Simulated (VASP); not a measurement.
Wanted: the native input for a VASP 6.6.1 run.

```
Task                   : single point
Functional             : PBEsol
Potentials or basis    : VASP PAW PBE potentials, release 64 (Ag, Cl)
Cutoff                 : 520 eV
k mesh                 : 10 × 10 × 6
Occupations            : gaussian, width 0.05 eV
Spin                   : no spin polarisation
Dipole correction      : no
Further INCAR settings : ALGO = Normal; EDIFF = 1e-06; NBANDS = 26
```

The structure of AgCl lies in POSCAR:

```
AgCl
1.0
    3.4867243335      0.0000000000      0.0000000000
    0.0000000000      3.3311591989      0.0000000000
    0.0000000000      0.0000000000      6.6623183978
Ag Cl
2 2
Direct
    0.0000000000      0.0000000000      0.0000000000
    0.0000000000      0.0000000000      0.5000000000
    0.3809123262      0.5000000000      0.2500000000
    0.6190876738      0.5000000000      0.7500000000
```

This cell differs from its parent crystal: atoms displaced along a vibrational mode, the cell strained.

One way to write it, as run:

INCAR

```
SYSTEM = AgCl
PREC = Accurate
ENCUT = 520
EDIFF = 1E-6
ISMEAR = 0
SIGMA = 0.05
LREAL = .False.
LASPH = .True.
NELM = 80
ALGO = Normal
ISIF = 2
LWAVE = .False.
LCHARG = .True.
GGA = PS
LELF = .True.
LVHAR = .True.
NBANDS = 26
```

KPOINTS

```
regular mesh
0
Gamma
  10 10 6
  0 0 0
```

Potentials or basis: VASP PAW PBE potentials, release 64 (Ag, Cl).

Run with:

```bash
$ cat potpaw_PBE.64/Ag/POTCAR potpaw_PBE.64/Cl/POTCAR > POTCAR
$ mpirun -np 1 vasp_std > vasp.out
```

Results of the run:

```
Pressure               : -0.4 GPa
Largest force          : 0.168 eV/Å
Band gap on the k mesh : 0.61 eV (least direct gap 0.65 eV)
```

Caveat: the cell differs from its parent crystal (atoms displaced along a vibrational mode, the cell strained); the PAW data sets were made with another functional, which shifts forces and pressure a little.

Run time: 110 s on 1 thread of Intel(R) Xeon(R) 6975P-C (Granite Rapids) (shared host), peak memory 0.36 GiB.
